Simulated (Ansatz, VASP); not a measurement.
Sn in VASP and in Ansatz

INCAR

```
  ALGO = Normal
  EDIFF = 1E-7
  EDIFFG = -0.01
  ENCUT = 600
  IBRION = 2
  ISIF = 3
  ISMEAR = -1
  LASPH = T
  LCHARG = F
  LREAL = F
  LWAVE = F
  NELM = 80
  NSW = 80
  PREC = Accurate
  SIGMA = 0.1
```

Contents of KPOINTS:

```
k-points
0
Gamma
  16 16 16
```

The input POSCAR:

```
Sn
1.0
   -1.8946520000      1.8946520000      1.8946520000
    1.8946520000     -1.8946520000      1.8946520000
    1.8946520000      1.8946520000     -1.8946520000
Sn
1
Direct
    0.0000000000      0.0000000000      0.0000000000
```

Input for Ansatz:

```yaml
crystal:
  lattice:
    - [-1.894652, 1.894652, 1.894652]
    - [1.894652, -1.894652, 1.894652]
    - [1.894652, 1.894652, -1.894652]
  atoms:
    - { symbol: Sn, position: [0.0, 0.0, 0.0] }
kpoints:
  mp_grid:
    grid: [16, 16, 16]
hamiltonian:
  xc: lda
scf:
  occupations:
    method: fermi_dirac
relax:
  cell: {}
```

Alike in both runs: task relaxation of cell and atoms; functional LDA; k mesh 16 × 16 × 16; no spin polarisation.

```csv
,VASP,Ansatz
version,VASP 6.6.1,Ansatz 0.2.0
potentials or method,"VASP PAW LDA potentials, release 64 (Sn_d)","plane waves, PAW"
plane-wave cutoff (eV),600,420
occupations,"fermi-dirac, width 0.1 eV",fermi-dirac
valence electrons in the cell,14,14
```

```tsv
	VASP	Ansatz	Ansatz less VASP
relaxed volume (Å³/atom)	25.58	25.55	-0.035
relaxed length of the cell vector where the two differ most in proportion (Å)	3.215	3.214	-0.0014
```

LDA's correlation is that of Perdew and Zunger in VASP and of Perdew and Wang (1992) in Ansatz.
